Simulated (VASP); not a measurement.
A run of VASP 6.6.1:

INCAR

```
PREC = Accurate
ENCUT = 520
EDIFF = 1E-6
ISMEAR = 0
SIGMA = 0.1
LREAL = False
LASPH = True
NELM = 60
ALGO = Normal
ISIF = 2
LWAVE = False
LCHARG = False
GGA = PE
NBANDS = 26
```

Contents of KPOINTS:

```
regular mesh
0
Gamma
  12 12 8
```

File POSCAR:

```
ScSi4O
1.0
    4.8089428921      0.0000000000      0.0000000000
   -2.4044714460      4.1646667099      0.0000000000
    0.0000000000      0.0000000000      4.6633351445
Sc Si O
1 4 1
Direct
    0.0000000000      0.0000000000      0.5000000000
    0.3333333333      0.6666666667      0.0000000000
    0.6666666667      0.3333333333      0.0000000000
    0.3333333333      0.6666666667      0.5000000000
    0.6666666667      0.3333333333      0.5000000000
    0.0000000000      0.0000000000      0.0000000000
```

Potentials or basis: VASP PAW PBE potentials, release 64 (Sc_sv, Si, O).

The run is started by

```bash
$ cat potpaw_PBE.64/Sc_sv/POTCAR potpaw_PBE.64/Si/POTCAR potpaw_PBE.64/O/POTCAR > POTCAR
$ mpirun -np 1 vasp_std > vasp.out
```

Hardware: 1 thread of Intel Xeon 8259CL, with other jobs on the host.

Q: How long does it take, and how much memory?

A: It took 3.9 min on 1 thread of Intel Xeon 8259CL, with other jobs on the host, peak memory 0.35 GiB. Counts: scf iterations 16, k points 95.
